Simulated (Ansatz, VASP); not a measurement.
Rh: VASP beside Ansatz

File INCAR:

```
ALGO     = Normal         # electronic algorithm
EDIFF    = 1E-6           # SCF threshold, eV
ENCUT    = 500            # plane-wave cutoff, eV
GGA      = PE             # functional
GGA_COMPAT= False        
ISIF     = 2              # what is computed and relaxed
ISMEAR   = -1             # smearing method
LASPH    = True           # aspherical terms in the spheres
LCHARG   = False          # write CHGCAR
LREAL    = False          # projectors in reciprocal space
LWAVE    = False          # write WAVECAR
NBANDS   = 14             # bands
NELM     = 120            # most SCF steps
PREC     = Accurate       # precision mode
SIGMA    = 0.1            # smearing width, eV
```

The input KPOINTS:

```
k-points
0
Gamma
  14 14 14
```

POSCAR

```
Rh
1.0
    0.0000000000      1.8978500000      1.8978500000
    1.8978500000      0.0000000000      1.8978500000
    1.8978500000      1.8978500000      0.0000000000
Rh
1
Direct
    0.0000000000      0.0000000000      0.0000000000
```

Input for Ansatz:

```yaml
crystal:
  lattice:
    - [0.0, 1.89785, 1.89785]
    - [1.89785, 0.0, 1.89785]
    - [1.89785, 1.89785, 0.0]
  atoms:
    - { symbol: Rh, position: [0.0, 0.0, 0.0] }
hamiltonian:
  xc: pbe
  pseudopotentials: { kind: paw }
basis:
  ecutwfc: 420
kpoints:
  mp_grid: { grid: [14, 14, 14] }
scf:
  occupations: { method: fermi_dirac, width: 0.1 }
  lower_state_search: "off"
  n_extra_bands: 12
  max_iter: 100
output:
  forces: true
  stress: true
```

Alike in both runs: task single point; functional PBE; k mesh 14 × 14 × 14; occupations fermi-dirac, width 0.1 eV; no spin polarisation.

```csv
,VASP,Ansatz
version,VASP 6.6.1,Ansatz 0.2.0
potentials or method,"VASP PAW PBE potentials, release 64 (Rh_pv), cutoff 500 eV","PAW, plane waves, scalar-relativistic"
valence electrons in the cell,15,17
```

|  | VASP | Ansatz | Ansatz less VASP |
| --- | --- | --- | --- |
| pressure (GPa) | 7.9 | 7.8 | -0.09 |

The functional is the same, so the differences come from potentials, cutoffs and numerics. VASP's potentials hold 15 valence electrons a cell and Ansatz's 17, so a difference there can come from the potentials and not from the codes.
